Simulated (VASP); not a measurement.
Here is a VASP 6.6.1 calculation.

The input INCAR:

```
  ALGO = Fast
  EDIFF = 1E-7
  ENCUT = 520
  GGA = PS
  ISIF = 2
  ISMEAR = 0
  LASPH = True
  LCHARG = False
  LREAL = False
  LWAVE = False
  NBANDS = 14
  NELM = 80
  PREC = Accurate
  SIGMA = 0.1
```

Contents of KPOINTS:

```
k-points
0
Gamma
  14 14 14
```

File POSCAR:

```
AlNi
1.0
    2.8621655518      0.0000000000      0.0000000000
    0.0000000000      2.8621655518      0.0000000000
    0.0000000000      0.0000000000      2.8621655518
Al Ni
1 1
Direct
    0.0000000000      0.0000000000      0.0000000000
    0.5000000000      0.5000000000      0.5000000000
```

Potentials or basis: VASP PAW PBE potentials, release 64 (Al, Ni).

Launch:

```sh
$ cat potpaw_PBE.64/Al/POTCAR potpaw_PBE.64/Ni/POTCAR > POTCAR
$ mpirun -np 1 vasp_std > vasp.out
```

Q: Estimate the pressure.

A: 0.2 GPa.

Caveat: the PAW data sets were made with another functional, which shifts forces and pressure a little. Spin polarisation is off, so any magnetic state and its effect on volume and gap are missing.
